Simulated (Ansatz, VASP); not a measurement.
Cu in VASP and in Ansatz

Contents of INCAR:

```
SYSTEM = Cu
PREC = Accurate ; ENCUT = 520
EDIFF = 1E-6 ; ISMEAR = 0
SIGMA = 0.02 ; LREAL = .FALSE.
LASPH = .TRUE. ; NELM = 60
ALGO = Normal ; ISIF = 2
LWAVE = .FALSE. ; LCHARG = .FALSE.
GGA = PS ; NBANDS = 12
```

Contents of KPOINTS:

```
regular mesh
0
G
  20 20 20
  0 0 0
```

The input POSCAR:

```
Cu
1.0
   -1.4427933200      1.4427933200      1.3760814500
    1.4427933200     -1.4427933200      1.3760814500
    1.4427933200      1.4427933200     -1.3760814500
Cu
1
Direct
    0.0000000000      0.0000000000      0.0000000000
```

Input for Ansatz:

```yaml
crystal:
  lattice:
    - [-1.44279332, 1.44279332, 1.37608145]
    - [1.44279332, -1.44279332, 1.37608145]
    - [1.44279332, 1.44279332, -1.37608145]
  atoms:
    - { symbol: Cu, position: [0.0, 0.0, 0.0] }
basis:
  ecutwfc: 420
kpoints:
  mp_grid: { grid: [20, 20, 20] }
hamiltonian:
  xc: pbesol
scf:
  occupations: { method: gaussian, width: 0.02 }
output:
  forces: true
  stress: true
  eigenvalues: true
```

Alike in both runs: task single point; functional PBEsol; k mesh 20 × 20 × 20; occupations gaussian, width 0.02 eV; no spin polarisation.

|  | VASP | Ansatz |
| --- | --- | --- |
| version | VASP 6.6.1 | Ansatz 0.2.0 |
| potentials or method | VASP PAW PBE potentials, release 64 (Cu), cutoff 520 eV | scalar-relativistic, plane waves, PAW |
| valence electrons in the cell | 11 | 19 |

Ansatz gave:

```
gap on the k mesh at the Fermi level (eV)                     : none
pressure (GPa)                                                : -1.5
traceless stress, the component that is largest in VASP (GPa) : -0.44
```

Problem. Estimate VASP's values.

Solution. gap on the k mesh at the Fermi level (eV): none; pressure (GPa): -0.7; traceless stress, the component that is largest in VASP (GPa): -0.45.

VASP's potentials were made for PBE, not for PBEsol. A gap of «none» marks a metal or a gap that the smearing closes. With one functional, cell and mesh, what is left measures potentials, basis and numerics. VASP's potentials hold 11 valence electrons a cell and Ansatz's 19, so a difference there can come from the potentials and not from the codes.
